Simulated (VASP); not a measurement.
Runs of VASP 6.6.1 on Si2Mo. The structure is that of space group P6_222 (No. 180), or close to it. The cells are those of the table. 

| task | level | potentials or basis | cell | cutoff (eV) | gap on the mesh (eV) | pressure (GPa) | relaxed volume (Å³/atom) | largest force (eV/Å) |
| --- | --- | --- | --- | --- | --- | --- | --- | --- |
| relaxation of cell and atoms | PBE | VASP PAW PBE potentials, release 64 (Si, Mo_sv) | relaxed from a = 4.585, b = 4.585, c = 6.580 Å, angles 90.0, 90.0, 120.0°, 9 atoms | 600 | (c) | 0.1 | 13.54 | - |
| single point | PBE | VASP PAW PBE potentials, release 64 (Si, Mo_sv) | a = 4.584, b = 4.584, c = 6.577 Å, angles 90.0, 90.0, 120.0°, 9 atoms | 520 | 0.05 | 3.9 | - | 0.01 |
| single point | r2SCAN | VASP PAW PBE potentials, release 64 (Si, Mo_sv) | a = 4.584, b = 4.584, c = 6.577 Å, angles 90.0, 90.0, 120.0°, 9 atoms | 520 | 0.15 | (b) | - | 0.01 |
| relaxation of cell and atoms | PBEsol | VASP PAW PBE potentials, release 64 (Si, Mo_sv) | relaxed from a = 4.613, b = 4.613, c = 6.610 Å, angles 90.0, 90.0, 120.0°, 9 atoms | 600 | 0.04 | 0.0 | 13.24 | - |
| relaxation of cell and atoms | LDA | VASP PAW LDA potentials, release 64 (Si, Mo_sv) | relaxed from a = 4.613, b = 4.613, c = 6.610 Å, angles 90.0, 90.0, 120.0°, 9 atoms | 600 | (a) | 0.0 | 13.05 | - |

Alike in all rows: no spin polarisation; k mesh 6 × 6 × 4; smearing fermi-dirac 0.02 eV.

Question: Estimate the missing entries.

Answer: (a) 0.01; (b) 0.4; (c) 0.06.

Caveats: the PAW data sets were made with another functional, which shifts forces and pressure a little (some runs).

A k mesh can miss the band edges, and the runs leave out spin-orbit coupling on Mo.
